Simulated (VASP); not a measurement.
# Te2Mo (Cm) in VASP: a series of runs

Te2Mo is run at these levels: PBE; tasks: single point.

Everything below comes from runs of VASP 6.6.1. Logs are shortened: lines on timing, memory, paths and dates and some standing lists are left out, and cuts for length are marked.

## 1. The cell of the first run

The structure is monoclinic, space group Cm (No. 8). Conventional cell: a = 6.161 Å, b = 3.557 Å, c = 15.205 Å, α = 90.00°, β = 90.00°, γ = 90.00°. Te (site symmetry m) has 3 Mo at 2.52 to 2.86 Å within 3.3 Å. Within 3.7 Å of Te (site symmetry m) lie 3 Mo at 2.74 Å and 7 Te at 3.56 to 3.62 Å. Within 3.7 Å of Te (site symmetry m) lie 3 Mo at 2.74 Å and 7 Te at 3.56 to 3.63 Å. Within 3.7 Å of Te (site symmetry m) lie 3 Mo at 2.74 Å and 7 Te at 3.56 to 3.62 Å. Within 3.6 Å of Mo (site symmetry m) lie 6 Te at 2.74 Å and 6 Mo at 3.56 Å. Mo (site symmetry m) has 6 Te at 2.52 to 2.86 Å within 3.3 Å.

## 2. Single point, PBE (atom 1 (Te) moved by (+0.300, +0.000) A along y and z)

Input file INCAR:

```
  PREC = Accurate
  ENCUT = 520
  EDIFF = 1E-6
  ISMEAR = 0
  SIGMA = 0.05
  LREAL = F
  LASPH = T
  NELM = 100
  ALGO = Normal
  ISIF = 2
  LWAVE = F
  LCHARG = F
  GGA = PE
  NBANDS = 35
```

Input file KPOINTS:

```
regular mesh
0
Gamma
  12 12 2
```

Input file POSCAR:

```
Te2Mo
1.0
    3.5570664331      0.0000000000      0.0000000000
   -1.7785332165      3.0805098940      0.0000000000
    0.0000000000      0.0000000000     15.2047186580
Te Mo
4 2
Direct
    0.3820265709      0.7640531417      0.6310943552
    0.6666666667      0.3333333333      0.1310943552
    0.3333333333      0.6666666667      0.8689056448
    0.6666666667      0.3333333333      0.3689056448
    0.3333333333      0.6666666667      0.2500000000
    0.6666666667      0.3333333333      0.7500000000
```

Potentials or basis: VASP PAW PBE potentials, release 64 (Te, Mo_sv).

Command:

```sh
cat potpaw_PBE.64/Te/POTCAR potpaw_PBE.64/Mo_sv/POTCAR > POTCAR
mpirun -np 1 vasp_std > vasp.out
```

OUTCAR:

```text
PREC = Accurate
   ENCUT = 520
   EDIFF = 1E-6
   ISMEAR = 0
   LREAL = F
   LASPH = T
   NELM = 100
   ISIF = 2
   GGA = PE

 ion  position               nearest neighbor table
   1  0.382  0.764  0.631-   6 2.52   6 2.86   6 2.86   3 3.63
   2  0.667  0.333  0.131-   5 2.74   5 2.74   5 2.74   4 3.62
   3  0.333  0.667  0.869-   6 2.74   6 2.74   6 2.74   1 3.63
   4  0.667  0.333  0.369-   5 2.74   5 2.74   5 2.74   2 3.62
   5  0.333  0.667  0.250-   2 2.74   4 2.74   2 2.74   4 2.74   2 2.74   4 2.74
   6  0.667  0.333  0.750-   1 2.52   3 2.74   3 2.74   3 2.74   1 2.86   1 2.86

  LATTYP: Found a hexagonal cell.
 ALAT       =     3.5570664331
 C/A-ratio  =     4.2745107363

  Lattice vectors:

 A1 = (   3.5570664331,   0.0000000000,   0.0000000000)
 A2 = (  -1.7785332165,   3.0805098940,   0.0000000000)
 A3 = (   0.0000000000,   0.0000000000,  15.2047186580)

Analysis of symmetry for initial positions (statically):
=====================================================================
 Subroutine PRICEL returns:
 Original cell was already a primitive cell.

 Routine SETGRP: Setting up the symmetry group for a
 hexagonal supercell.

 Subroutine GETGRP returns: Found  2 space group operations
 (whereof  2 operations were pure point group operations)
 out of a pool of 24 trial point group operations.

The static configuration has the point symmetry C_1h.

Analysis of symmetry for dynamics (positions and initial velocities):
=====================================================================
 Subroutine PRICEL returns:
 Original cell was already a primitive cell.

 Routine SETGRP: Setting up the symmetry group for a
 hexagonal supercell.

 Subroutine GETGRP returns: Found  2 space group operations
 (whereof  2 operations were pure point group operations)
 out of a pool of 24 trial point group operations.

The dynamic configuration has the point symmetry C_1h.

 Subroutine INISYM returns: Found  2 space group operations
 (whereof  2 operations are pure point group operations),
 and found     1 'primitive' translations

----------------------------------------------------------------------------------------

                                     Primitive cell

  volume of cell :     166.6069

  direct lattice vectors                    reciprocal lattice vectors
     3.557066433  0.000000000  0.000000000     0.281130538  0.162310792  0.000000000
    -1.778533217  3.080509894  0.000000000     0.000000000  0.324621584  0.000000000
     0.000000000  0.000000000 15.204718658     0.000000000  0.000000000  0.065769056

[... 96 lines left out ...]
   NFREE  =      0    steps in history (QN), initial steepest desc. (CG)
   ISIF   =      2    stress and relaxation
   ISYM   =      2    0-nonsym 1-usesym 2-fastsym
   POTIM  = 0.5000    time-step for ionic-motion
   TEBEG  =    0.0;   TEEND  =   0.0 temperature during run
   PSTRESS=    0.0 pullay stress
   NELECT =      52.0000    total number of electrons
   NUPDOWN=      -1.0000    fix difference up-down
   EMIN   =  10.00;   EMAX   =-10.00  energy-range for DOS
   EFERMI =   0.00;   METHOD = LEGACY
   ISMEAR =     0;   SIGMA  =   0.05  broadening in eV -4-tet -1-fermi 0-gaus
   EFERMI_NEDOS =   21; number of points for ismear=-14 and -15
   IALGO  =     38    algorithm
   IMIX   =      4    mixing-type and parameters
     AMIX     =   0.40;   BMIX     =  1.00
     AMIX_MAG =   1.60;   BMIX_MAG =  1.00
  volume/ion in A,a.u.               =      27.77       187.39
  Fermi-wavevector in a.u.,A,eV,Ry     =   1.110482  2.098507 16.778308  1.233171
  Thomas-Fermi vector in A             =   2.247034
   LORBIT       =      0    0 simple, 1 ext, 2 COOP (PROOUT), +10 PAW based schemes
   GGA     = PE    functional components
   LHFCALC =     F    Hartree Fock is set to
   AEXX    =    0.0000 exact exchange contribution
   IVDW    =     0    specifies the selected vdW correction
   LEPSILON=     F    determine dielectric tensor
   LRPA    =     F    only Hartree local field effects (RPA)
 non-spin polarized calculation
 Gauss-broadening in eV      SIGMA  =   0.05
  energy-cutoff  :      520.00
  volume of cell :      166.61
 maximum number of plane-waves:      4544
   NGX = 13   NGY = 13   NGZ = 57

 number of electron      52.0000001 magnetization

 Free energy of the ion-electron system (eV)
  ---------------------------------------------------
  ext. energy  EPLUGINS =         0.00000000
  ---------------------------------------------------
  free energy    TOTEN  =       -35.75076688 eV

  energy without entropy =      -35.75076688  energy(sigma->0) =      -35.75076688

 E-fermi :   6.9839     XC(G=0):  -9.7831

 val. band max:        6.7530020474   @ k =   0.3333   0.3333   0.0000
 cond. band min:       7.7174751216   @ k =  -0.3333   0.1667   0.0000
 fundamental gap:      0.9644730742
 Fermi energy:         6.9839040125

 k-point     1 :       0.0000    0.0000    0.0000
  band No.  band energies     occupation
      1     -54.0061      2.00000
      2     -53.9806      2.00000
      3     -28.1558      2.00000
      4     -28.1510      2.00000
      5     -28.0490      2.00000
      6     -28.0487      2.00000
[... 901 lines left out ...]
     34      10.3309      0.00000
     35      11.4961      0.00000

 [... further k-points ...]

------------------------ aborting loop because EDIFF is reached ----------------------------------------

  FORCE on cell =-STRESS in cart. coord.  units (eV):
  Direction    XX          YY          ZZ          XY          YZ          ZX
  --------------------------------------------------------------------------------------
  -------------------------------------------------------------------------------------
  Total       -0.5827506      1.3143546      1.6112170      0.0000000      3.9927260      0.0000000
  in kB       -5.6040287     12.6395079     15.4942886      0.0000000     38.3961003      0.0000000
  external PRESSURE =       7.5099226 kB  Pullay stress =       0.0000000 kB

 VOLUME and BASIS-vectors are now :
 -----------------------------------------------------------------------------
  energy-cutoff  :      520.00
  volume of cell :      166.61
      direct lattice vectors                 reciprocal lattice vectors
     3.557066433  0.000000000  0.000000000     0.281130538  0.162310792  0.000000000
    -1.778533217  3.080509894  0.000000000     0.000000000  0.324621584  0.000000000
     0.000000000  0.000000000 15.204718658     0.000000000  0.000000000  0.065769056

 POSITION                                       TOTAL-FORCE (eV/Angst)
 -----------------------------------------------------------------------------------
      0.00000      2.35367      9.59561        -0.000000     -2.273244     -0.817352
      1.77853      1.02684      1.99325        -0.000000     -0.000711     -0.011756
     -0.00000      2.05367     13.21147        -0.000000     -0.030763      0.036727
      1.77853      1.02684      5.60911         0.000000      0.005451      0.009946
     -0.00000      2.05367      3.80118         0.000000      0.003159      0.001108
      1.77853      1.02684     11.40354         0.000000      2.296109      0.781327
 -----------------------------------------------------------------------------------
    total drift:                                0.000000      0.000066     -0.000009

  FREE ENERGIE OF THE ION-ELECTRON SYSTEM (eV)
  ---------------------------------------------------
  free  energy   TOTEN  =       -35.7507668825 eV

  energy  without entropy=      -35.7507668825  energy(sigma->0) =      -35.75076688
```

OSZICAR:

```text
N       E                     dE             d eps       ncg     rms          rms(c)
DAV:   1     0.389647030242E+03    0.38965E+03   -0.26838E+04  6908   0.132E+03
DAV:   2    -0.149766642170E+02   -0.40462E+03   -0.39148E+03  7386   0.310E+02
DAV:   3    -0.364864864015E+02   -0.21510E+02   -0.21051E+02  7396   0.623E+01
DAV:   4    -0.370488387709E+02   -0.56235E+00   -0.55947E+00  7196   0.989E+00
DAV:   5    -0.370650100426E+02   -0.16171E-01   -0.16165E-01  7692   0.169E+00    0.207E+01
DAV:   6    -0.363260566598E+02    0.73895E+00   -0.63469E+00  6520   0.137E+01    0.868E+00
DAV:   7    -0.362199174427E+02    0.10614E+00   -0.54001E+00  6277   0.114E+01    0.629E+00
DAV:   8    -0.357557410858E+02    0.46418E+00   -0.10043E+00  6299   0.547E+00    0.246E+00
DAV:   9    -0.357579632343E+02   -0.22221E-02   -0.24548E-01  7052   0.223E+00    0.104E+00
DAV:  10    -0.357503473806E+02    0.76159E-02   -0.33460E-02  6538   0.107E+00    0.354E-01
DAV:  11    -0.357507914320E+02   -0.44405E-03   -0.21368E-03  7550   0.213E-01    0.173E-01
DAV:  12    -0.357508184052E+02   -0.26973E-04   -0.18797E-04  6986   0.693E-02    0.165E-01
DAV:  13    -0.357507796565E+02    0.38749E-04   -0.10703E-04  6783   0.557E-02    0.107E-01
DAV:  14    -0.357507661682E+02    0.13488E-04   -0.13106E-04  6642   0.568E-02    0.178E-02
DAV:  15    -0.357507668825E+02   -0.71429E-06   -0.64779E-06  6547   0.105E-02
   1 F= -.35750767E+02 E0= -.35750767E+02  d E =-.107226E-12
```

stdout:

```text
POSCAR found type information on POSCAR TeMo
 POSCAR found :  2 types and       6 ions
 scaLAPACK will be used
 LDA part: xc-table for (Slater+PW92), standard interpolation
 POSCAR, INCAR and KPOINTS ok, starting setup
 FFT: planning ... GRIDC
 FFT: planning ... GRID_SOFT
 FFT: planning ... GRID
 WAVECAR not read
 entering main loop
```

Wall time 4.2 min (1 thread of Intel Xeon 6975P-C (Granite Rapids), shared host); peak memory 0.56 GiB.

What came out:

| Item | Value |
| --- | --- |
| Free energy | -35.7508 eV |
| Pressure | 0.8 GPa |
| Largest force | 2.425 eV/Å |
| Band gap on the k mesh | 0.96 eV (least direct gap 1.00 eV) |

Forces on the atoms (eV/Å):
```
Te   0.000 -2.273 -0.817
Te   0.000 -0.001 -0.012
Te   0.000 -0.031  0.037
Te   0.000  0.005  0.010
Mo   0.000  0.003  0.001
Mo   0.000  2.296  0.781
```

Caveat: the cell differs from its parent crystal (atom 1 (Te) moved by (+0.300, +0.000) A along y and z); spin-orbit coupling is left out, which moves the levels of the heavy elements; this functional lacks dispersion, which binds the layers, so the pressure and a relaxed spacing across them are unreliable; forces of over 1 eV/Å act on the atoms, so gaps and moduli don't describe the material at rest. A k mesh can miss the band edges.

[end of part 1 of 2]
